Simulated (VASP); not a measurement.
# CdS (Hawleyite) (F-43m) in VASP: notebook

CdS (Hawleyite) is run at these levels: LDA; tasks: single point.

Everything below comes from runs of VASP 6.6.1. Logs are shortened: lines on timing, memory, paths and dates and some standing lists are left out, and cuts for length are marked.

## (1) The cell of the first run

It takes space group F-43m (No. 216, cubic). Conventional cell: a = 5.872 Å, b = 5.872 Å, c = 5.872 Å, α = 90.00°, β = 90.00°, γ = 90.00°. Cd (site symmetry -43m) has 4 S at 2.54 Å within 3.4 Å. Within 3.4 Å of S (site symmetry -43m) lie 4 Cd at 2.54 Å.

## (2) Single point, LDA

Input file INCAR:

```
SYSTEM = CdS
PREC = Accurate ; ENCUT = 520
EDIFF = 1E-6 ; ISMEAR = 0
SIGMA = 0.01 ; LREAL = .False.
LASPH = .True. ; NELM = 60
ALGO = Normal ; ISIF = 2
LWAVE = .False. ; LCHARG = .False.
GGA = CA ; NBANDS = 16
```

Input file KPOINTS:

```
Automatic mesh
0
Gamma
  6 6 6
  0 0 0
```

Input file POSCAR:

```
CdS
1.0
    0.0000000000      2.9358151324      2.9358151324
    2.9358151324      0.0000000000      2.9358151324
    2.9358151324      2.9358151324      0.0000000000
Cd S
1 1
Direct
    0.0000000000      0.0000000000      0.0000000000
    0.2500000000      0.2500000000      0.2500000000
```

Potentials or basis: VASP PAW LDA potentials, release 64 (Cd, S).

The run is started by

```bash
$ cat potpaw_LDA.64/Cd/POTCAR potpaw_LDA.64/S/POTCAR > POTCAR
$ mpirun -np 1 vasp_std > vasp.out
```

OUTCAR:

```text
SYSTEM = CdS
   PREC = Accurate
   ENCUT = 520
   EDIFF = 1E-6
   ISMEAR = 0
   LREAL = .False.
   LASPH = .True.
   NELM = 60
   ISIF = 2
   GGA = CA

 ion  position               nearest neighbor table
   1  0.000  0.000  0.000-   2 2.54   2 2.54   2 2.54   2 2.54
   2  0.250  0.250  0.250-   1 2.54   1 2.54   1 2.54   1 2.54

  LATTYP: Found a face centered cubic cell.
 ALAT       =     5.8716302648

  Lattice vectors:

 A1 = (   0.0000000000,   2.9358151324,   2.9358151324)
 A2 = (   2.9358151324,   0.0000000000,   2.9358151324)
 A3 = (   2.9358151324,   2.9358151324,   0.0000000000)

Analysis of symmetry for initial positions (statically):
=====================================================================
 Subroutine PRICEL returns:
 Original cell was already a primitive cell.

 Routine SETGRP: Setting up the symmetry group for a
 face centered cubic supercell.

 Subroutine GETGRP returns: Found 24 space group operations
 (whereof 24 operations were pure point group operations)
 out of a pool of 48 trial point group operations.

The static configuration has the point symmetry T_d .

Analysis of symmetry for dynamics (positions and initial velocities):
=====================================================================
 Subroutine PRICEL returns:
 Original cell was already a primitive cell.

 Routine SETGRP: Setting up the symmetry group for a
 face centered cubic supercell.

 Subroutine GETGRP returns: Found 24 space group operations
 (whereof 24 operations were pure point group operations)
 out of a pool of 48 trial point group operations.

The dynamic configuration has the point symmetry T_d .

 Subroutine INISYM returns: Found 24 space group operations
 (whereof 24 operations are pure point group operations),
 and found     1 'primitive' translations

----------------------------------------------------------------------------------------

                                     Primitive cell

  volume of cell :      50.6076

  direct lattice vectors                    reciprocal lattice vectors
     0.000000000  2.935815132  2.935815132    -0.170310451  0.170310451  0.170310451
     2.935815132  0.000000000  2.935815132     0.170310451 -0.170310451  0.170310451
     2.935815132  2.935815132  0.000000000     0.170310451  0.170310451 -0.170310451

  length of vectors
     4.151869577  4.151869577  4.151869577     0.294986355  0.294986355  0.294986355

[... 70 lines left out ...]
   NELM   =     60;   NELMIN=  2; NELMDL= -5     # of ELM steps
   EDIFF  = 0.1E-05   stopping-criterion for ELM
   LREAL  =      F    real-space projection
   EDIFFG = 0.1E-04   stopping-criterion for IOM
   NSW    =      0    number of steps for IOM
   IBRION =     -1    ionic relax: 0-MD 1-quasi-New 2-CG
   NFREE  =      0    steps in history (QN), initial steepest desc. (CG)
   ISIF   =      2    stress and relaxation
   ISYM   =      2    0-nonsym 1-usesym 2-fastsym
   POTIM  = 0.5000    time-step for ionic-motion
   TEBEG  =    0.0;   TEEND  =   0.0 temperature during run
   PSTRESS=    0.0 pullay stress
   NELECT =      18.0000    total number of electrons
   NUPDOWN=      -1.0000    fix difference up-down
   EMIN   =  10.00;   EMAX   =-10.00  energy-range for DOS
   EFERMI =   0.00;   METHOD = LEGACY
   ISMEAR =     0;   SIGMA  =   0.01  broadening in eV -4-tet -1-fermi 0-gaus
   EFERMI_NEDOS =   21; number of points for ismear=-14 and -15
   IALGO  =     38    algorithm
   IMIX   =      4    mixing-type and parameters
     AMIX     =   0.40;   BMIX     =  1.00
     AMIX_MAG =   1.60;   BMIX_MAG =  1.00
  volume/ion in A,a.u.               =      25.30       170.76
  Fermi-wavevector in a.u.,A,eV,Ry     =   1.159917  2.191926 18.305384  1.345408
  Thomas-Fermi vector in A             =   2.296505
   LORBIT       =      0    0 simple, 1 ext, 2 COOP (PROOUT), +10 PAW based schemes
   GGA     = CA    functional components
   LHFCALC =     F    Hartree Fock is set to
   AEXX    =    0.0000 exact exchange contribution
   IVDW    =     0    specifies the selected vdW correction
   LEPSILON=     F    determine dielectric tensor
   LRPA    =     F    only Hartree local field effects (RPA)
 non-spin polarized calculation
 Gauss-broadening in eV      SIGMA  =   0.01
  energy-cutoff  :      520.00
  volume of cell :       50.61
 maximum number of plane-waves:      1380
   NGX = 15   NGY = 15   NGZ = 15

 number of electron      18.0000005 magnetization

 Free energy of the ion-electron system (eV)
  ---------------------------------------------------
  ext. energy  EPLUGINS =         0.00000000
  ---------------------------------------------------
  free energy    TOTEN  =        -7.37935266 eV

  energy without entropy =       -7.37935266  energy(sigma->0) =       -7.37935266

 E-fermi :   1.0773     XC(G=0):  -9.4960

 val. band max:        0.9587915120   @ k =   0.0000   0.0000   0.0000
 cond. band min:       1.8058633598   @ k =   0.0000   0.0000   0.0000
 fundamental gap:      0.8470718478
 Fermi energy:         1.0773165087

 k-point     1 :       0.0000    0.0000    0.0000
  band No.  band energies     occupation
      1     -11.2764      2.00000
      2      -6.7487      2.00000
      3      -6.7487      2.00000
      4      -6.7487      2.00000
      5      -6.2907      2.00000
      6      -6.2907      2.00000
[... 281 lines left out ...]
      3      -6.4908      2.00000
      4      -6.3665      2.00000
      5      -6.2504      2.00000
      6      -5.7209      2.00000
[... 8 lines left out ...]
     15      14.0134      0.00000
     16      14.0507      0.00000

------------------------ aborting loop because EDIFF is reached ----------------------------------------

  FORCE on cell =-STRESS in cart. coord.  units (eV):
  Direction    XX          YY          ZZ          XY          YZ          ZX
  --------------------------------------------------------------------------------------
  -------------------------------------------------------------------------------------
  Total       -0.9761039     -0.9761039     -0.9761039      0.0000000     -0.0000000     -0.0000000
  in kB      -30.9022791    -30.9022791    -30.9022791      0.0000000     -0.0000000     -0.0000000
  external PRESSURE =     -30.9022791 kB  Pullay stress =       0.0000000 kB

 VOLUME and BASIS-vectors are now :
 -----------------------------------------------------------------------------
  energy-cutoff  :      520.00
  volume of cell :       50.61
      direct lattice vectors                 reciprocal lattice vectors
     0.000000000  2.935815132  2.935815132    -0.170310451  0.170310451  0.170310451
     2.935815132  0.000000000  2.935815132     0.170310451 -0.170310451  0.170310451
     2.935815132  2.935815132  0.000000000     0.170310451  0.170310451 -0.170310451

 POSITION                                       TOTAL-FORCE (eV/Angst)
 -----------------------------------------------------------------------------------
      0.00000      0.00000      0.00000        -0.000000     -0.000000     -0.000000
      1.46791      1.46791      1.46791         0.000000      0.000000      0.000000
 -----------------------------------------------------------------------------------
    total drift:                                0.000000      0.000000      0.000000

  FREE ENERGIE OF THE ION-ELECTRON SYSTEM (eV)
  ---------------------------------------------------
  free  energy   TOTEN  =        -7.3793526557 eV

  energy  without entropy=       -7.3793526557  energy(sigma->0) =       -7.37935266
```

stdout:

```text
POSCAR found type information on POSCAR CdS
 POSCAR found :  2 types and       2 ions
 scaLAPACK will be used
 LDA part: xc-table for (Slater(with rela. corr.)+CA(PZ))
 , standard interpolation
 POSCAR, INCAR and KPOINTS ok, starting setup
 FFT: planning ... GRIDC
 FFT: planning ... GRID_SOFT
 FFT: planning ... GRID
 WAVECAR not read
 entering main loop
```

Run time: 6.8 s. Hardware: 1 thread of AMD EPYC 9R45 (Zen 5), shared host; peak memory 0.12 GiB.

What came out:

- Free energy: -7.3794 eV
- Pressure: -3.1 GPa
- Band gap on the k mesh: 0.85 eV, direct

As with any semilocal functional, this LDA gap is likely too small.

## (3) Single point, LDA

This run uses another cell than the first one, of 25.80 Å³/atom, 1.020 times its volume.

Input file INCAR:

```
  PREC = Accurate
  ENCUT = 520
  EDIFF = 1E-6
  ISMEAR = 0
  SIGMA = 0.01
  LREAL = False
  LASPH = True
  NELM = 100
  ALGO = Normal
  ISIF = 2
  LWAVE = False
  LCHARG = True
  GGA = CA
  LELF = True
  LVHAR = True
  NBANDS = 16
```

Input file KPOINTS:

```
Automatic mesh
0
Gamma
  6 6 6
```

Input file POSCAR:

```
CdS
1.0
    0.0000000000      2.9548794012      2.9548794012
    2.9548794012      0.0000000000      2.9548794012
    2.9548794012      2.9548794012      0.0000000000
Cd S
1 1
Direct
    0.0000000000      0.0000000000      0.0000000000
    0.2500000000      0.2500000000      0.2500000000
```

Potentials or basis: VASP PAW LDA potentials, release 64 (Cd, S).

The run is started by

```bash
$ cat potpaw_LDA.64/Cd/POTCAR potpaw_LDA.64/S/POTCAR > POTCAR
$ mpirun -np 1 vasp_std > vasp.out
```

OUTCAR:

```text
PREC = Accurate
   ENCUT = 520
   EDIFF = 1E-6
   ISMEAR = 0
   LREAL = False
   LASPH = True
   NELM = 100
   ISIF = 2
   GGA = CA

 ion  position               nearest neighbor table
   1  0.000  0.000  0.000-   2 2.56   2 2.56   2 2.56   2 2.56
   2  0.250  0.250  0.250-   1 2.56   1 2.56   1 2.56   1 2.56

  LATTYP: Found a face centered cubic cell.
 ALAT       =     5.9097588024

  Lattice vectors:

 A1 = (   0.0000000000,   2.9548794012,   2.9548794012)
[... 478 lines left out ...]

------------------------ aborting loop because EDIFF is reached ----------------------------------------

  FORCE on cell =-STRESS in cart. coord.  units (eV):
  Direction    XX          YY          ZZ          XY          YZ          ZX
  --------------------------------------------------------------------------------------
  -------------------------------------------------------------------------------------
  Total       -1.3136911     -1.3136911     -1.3136911      0.0000000      0.0000000     -0.0000000
  in kB      -40.7900791    -40.7900791    -40.7900791      0.0000000      0.0000000     -0.0000000
  external PRESSURE =     -40.7900791 kB  Pullay stress =       0.0000000 kB

 VOLUME and BASIS-vectors are now :
 -----------------------------------------------------------------------------
  energy-cutoff  :      520.00
  volume of cell :       51.60
      direct lattice vectors                 reciprocal lattice vectors
     0.000000000  2.954879401  2.954879401    -0.169211644  0.169211644  0.169211644
     2.954879401  0.000000000  2.954879401     0.169211644 -0.169211644  0.169211644
     2.954879401  2.954879401  0.000000000     0.169211644  0.169211644 -0.169211644

 POSITION                                       TOTAL-FORCE (eV/Angst)
 -----------------------------------------------------------------------------------
      0.00000      0.00000      0.00000         0.000000      0.000000      0.000000
      1.47744      1.47744      1.47744        -0.000000     -0.000000     -0.000000
 -----------------------------------------------------------------------------------
    total drift:                                0.000000      0.000000      0.000000

  FREE ENERGIE OF THE ION-ELECTRON SYSTEM (eV)
  ---------------------------------------------------
  free  energy   TOTEN  =        -7.3572723275 eV

  energy  without entropy=       -7.3572723275  energy(sigma->0) =       -7.35727233
```

OSZICAR:

```text
N       E                     dE             d eps       ncg     rms          rms(c)
DAV:   1     0.111838340251E+03    0.11184E+03   -0.91157E+03   512   0.103E+03
DAV:   2    -0.349563781946E+01   -0.11533E+03   -0.10809E+03   616   0.254E+02
DAV:   3    -0.785003141997E+01   -0.43544E+01   -0.43472E+01   624   0.519E+01
DAV:   4    -0.787745666974E+01   -0.27425E-01   -0.27423E-01   648   0.406E+00
DAV:   5    -0.787783307144E+01   -0.37640E-03   -0.37640E-03   648   0.442E-01    0.741E+00
DAV:   6    -0.738853616398E+01    0.48930E+00   -0.79664E-01   784   0.113E+01    0.598E+00
DAV:   7    -0.736347155029E+01    0.25065E-01   -0.14158E-01   672   0.271E+00    0.289E+00
DAV:   8    -0.735767838423E+01    0.57932E-02   -0.15187E-02   560   0.147E+00    0.200E-01
DAV:   9    -0.735726395665E+01    0.41443E-03   -0.16134E-03   696   0.592E-01    0.578E-02
DAV:  10    -0.735726522852E+01   -0.12719E-05   -0.15039E-04   592   0.132E-01    0.598E-02
DAV:  11    -0.735727700125E+01   -0.11773E-04   -0.36044E-05   624   0.523E-02    0.142E-02
DAV:  12    -0.735727218405E+01    0.48172E-05   -0.13521E-05   792   0.450E-02    0.547E-03
DAV:  13    -0.735727232751E+01   -0.14347E-06   -0.12174E-06   488   0.734E-03
   1 F= -.73572723E+01 E0= -.73572723E+01  d E =-.531680E-65
```

It took 7.8 s on 1 thread of AMD EPYC 9R45 (Zen 5), shared host; peak memory 0.12 GiB.

What came out:

| Property | Result |
| --- | --- |
| Free energy | -7.3573 eV |
| Pressure | -4.1 GPa |
| Band gap on the k mesh | 0.80 eV, direct |

## (4) Single point, LDA

This run uses another cell than the first one, of 26.30 Å³/atom, 1.039 times its volume.

Input file INCAR:

```
SYSTEM = CdS
  PREC = Accurate
  ENCUT = 520
  EDIFF = 1E-7
  ISMEAR = 0
  SIGMA = 0.01
  LREAL = .False.
  LASPH = .True.
  NELM = 60
  ALGO = Normal
  ISIF = 2
  LWAVE = .False.
  LCHARG = .False.
  NBANDS = 16
```

Input file KPOINTS:

```
regular mesh
0
Gamma
  6 6 6
  0 0 0
```

Input file POSCAR:

```
CdS
1.0
    0.0000000000      2.9737007966      2.9737007966
    2.9737007966      0.0000000000      2.9737007966
    2.9737007966      2.9737007966      0.0000000000
Cd S
1 1
Direct
    0.0000000000      0.0000000000      0.0000000000
    0.2500000000      0.2500000000      0.2500000000
```

The run is started by

```bash
$ cat potpaw_LDA.64/Cd/POTCAR potpaw_LDA.64/S/POTCAR > POTCAR
$ mpirun -np 1 vasp_std > vasp.out
```

It took 7.5 s on 1 thread of AMD EPYC 9R45 (Zen 5), shared host; peak memory 0.13 GiB.

The run converged. Its results:

| Item | Value |
| --- | --- |
| Free energy | -7.3294 eV |
| Pressure | -4.9 GPa |
| Band gap on the k mesh | 0.76 eV, direct |

Levels at points of the mesh, in eV from the valence-band top:
```tsv
k point	band 6	band 7	band 8	band 9	band 10	band 11	band 12	band 13
(0.00, 0.00, 0.00)	-7.17	0.00	0.00	0.00	0.76	6.36	6.36	6.36
(0.50, 0.00, 0.00)	-6.84	-4.18	-0.69	-0.69	2.69	6.83	6.83	7.04
(0.50, 0.50, 0.00)	-6.78	-3.81	-1.73	-1.73	3.39	4.08	8.71	10.19
```

Expect the measured gap to be larger: semilocal functionals such as LDA lack the derivative discontinuity.

## (5) The runs side by side

| cell | gap on the mesh (eV) | pressure (GPa) |
| --- | --- | --- |
| a = 4.152 Å, angles 60.0°, 2 atoms | 0.85 | -3.1 |
| a = 4.179 Å, angles 60.0°, 2 atoms | 0.80 | -4.1 |
| a = 4.205 Å, angles 60.0°, 2 atoms | 0.76 | -4.9 |

Alike in all rows: task single point; level LDA; potentials or basis VASP PAW LDA potentials, release 64 (Cd, S); no spin polarisation; k mesh 6 × 6 × 6; cutoff (eV) 520; smearing gaussian 0.01 eV.

Absolute energies hang on the potentials; compare differences alone.
